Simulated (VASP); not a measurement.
Runs of VASP 6.6.1 on BiP. The structure is that of space group P-6m2 (No. 187), or close to it. The cells are those of the table. 

```tsv
level	cell	gap on the mesh (eV)	pressure (GPa)
r2SCAN	a = 3.919, b = 3.919, c = 3.749 Å, angles 90.0, 90.0, 120.0°, 2 atoms	none	(a)
r2SCAN	a = 3.951, b = 3.951, c = 3.763 Å, angles 90.0, 90.0, 120.0°, 2 atoms	none	-1.3
r2SCAN+D3(BJ)	a = 3.919, b = 3.919, c = 3.749 Å, angles 90.0, 90.0, 120.0°, 2 atoms	none	-1.4
r2SCAN	a = 3.886, b = 3.886, c = 3.736 Å, angles 90.0, 90.0, 120.0°, 2 atoms	none	1.4
r2SCAN	a = 4.027, b = 4.027, c = 3.799 Å, angles 90.0, 90.0, 120.0°, 2 atoms	none	(b)
```

Alike in all rows: task single point; potentials or basis VASP PAW PBE potentials, release 64 (Bi_d, P); no spin polarisation; k mesh 10 × 10 × 10; cutoff (eV) 520; smearing gaussian 0.05 eV.

Task: Estimate the missing entries.

Result: (a) 0.0; (b) -4.1.

Caveats: the PAW data sets were made with another functional, which shifts forces and pressure a little; spin-orbit coupling is left out, which moves the levels of the heavy elements; the cell stands under tension (at least some runs).

A k mesh can miss the band edges, and the runs leave out spin-orbit coupling on Bi.

A gap of «none» marks levels without a gap at the run's occupations.
